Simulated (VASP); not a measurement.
Write the native input for VASP 6.6.1 that does the following.

```yaml
Task: single point
Functional: BLYP
Potentials_or_basis: VASP PAW PBE potentials, release 64 (In_d)
Cutoff: 520 eV
k_mesh: 11 × 11 × 8
Occupations: fermi-dirac, width 0.1 eV
Spin: no spin polarisation
Dipole_correction: no
Further_INCAR_settings: ALGO = Normal; EDIFF = 1e-07; NBANDS = 20; ISYM = 0
```

The structure of In lies in POSCAR:

```
In
1.0
   -3.3253779567      3.7854499987      1.6092577193
    3.7854499987     -3.3253779567      1.6092577193
    2.6867432321      2.6867432321     -0.7666349316
In
2
Direct
    0.0067000097      0.9932999903      0.0000000000
    0.7432999903      0.2567000097      0.5000000000
```

The input as run:

INCAR

```
SYSTEM = In
AGGAC    = 1.0          
AGGAX    = 1.0          
ALDAC    = 0.0          
ALDAX    = 1.0          
ALGO     = Normal         ! electronic algorithm
EDIFF    = 1E-7           ! SCF threshold, eV
ENCUT    = 520            ! plane-wave cutoff, eV
GGA      = B5             ! functional
ISIF     = 2              ! what is computed and relaxed
ISMEAR   = -1             ! smearing method
ISYM     = 0            
LASPH    = .True.         ! aspherical terms in the spheres
LCHARG   = .False.        ! write CHGCAR
LREAL    = .False.        ! projectors in reciprocal space
LWAVE    = .False.        ! write WAVECAR
NBANDS   = 20             ! bands
NELM     = 80             ! most SCF steps
PREC     = Accurate       ! precision mode
SIGMA    = 0.1            ! smearing width, eV
```

KPOINTS

```
k-points
0
Gamma
  11 11 8
  0 0 0
```

Potentials or basis: VASP PAW PBE potentials, release 64 (In_d).

Run with:

```bash
$ cat potpaw_PBE.64/In_d/POTCAR > POTCAR
$ mpirun -np 1 vasp_std > vasp.out
```

It gave:

The pressure is 0.0 GPa and the largest force is 0.006 eV/Å. The band gap on the k mesh is zero (band 13 reaches 9.32 eV, above the bottom of band 14 at 3.25 eV).

Caveat: the PAW data sets were made with another functional, which shifts forces and pressure a little; spin-orbit coupling is left out, which moves the levels of the heavy elements.

Run time: 3.5 min on 1 thread of Intel(R) Xeon(R) 6975P-C (Granite Rapids), on a shared host, peak memory 0.58 GiB.
